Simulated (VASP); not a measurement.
Wanted: the native input for a VASP 6.6.1 run.

```yaml
Task: single point
Functional: PBE
Potentials_or_basis: VASP PAW PBE potentials, release 64 (Li_sv, F)
Cutoff: 520 eV
k_mesh: 8 × 8 × 8
Occupations: gaussian, width 0.01 eV
Spin: no spin polarisation
Dipole_correction: no
Further_INCAR_settings: ALGO = Normal; EDIFF = 1e-06; NBANDS = 12
```

The structure of LiF (Griceite) lies in POSCAR:

```
LiF
1.0
    0.0000000000      1.9920215883      1.9920215883
    1.9920215883      0.0000000000      1.9920215883
    1.9920215883      1.9920215883      0.0000000000
Li F
1 1
Direct
    0.0000000000      0.0000000000      0.0000000000
    0.5000000000      0.5000000000      0.5000000000
```

This cell differs from its parent crystal: volume changed by -6%.

One way to write it, as run:

INCAR

```
SYSTEM = LiF
PREC = Accurate
ENCUT = 520
EDIFF = 1E-6
ISMEAR = 0
SIGMA = 0.01
LREAL = .False.
LASPH = .True.
NELM = 100
ALGO = Normal
ISIF = 2
LWAVE = .False.
LCHARG = .False.
GGA = PE
NBANDS = 12
```

KPOINTS

```
Automatic mesh
0
Gamma
  8 8 8
  0 0 0
```

Potentials or basis: VASP PAW PBE potentials, release 64 (Li_sv, F).

Launch:

```bash
$ cat potpaw_PBE.64/Li_sv/POTCAR potpaw_PBE.64/F/POTCAR > POTCAR
$ mpirun -np 1 vasp_std > vasp.out
```

Results of the run:

- Band gap on the k mesh: 9.39 eV, direct

Run time: 3.3 s on 1 thread of Intel Xeon 6975P-C, on a shared host, peak memory 0.13 GiB.
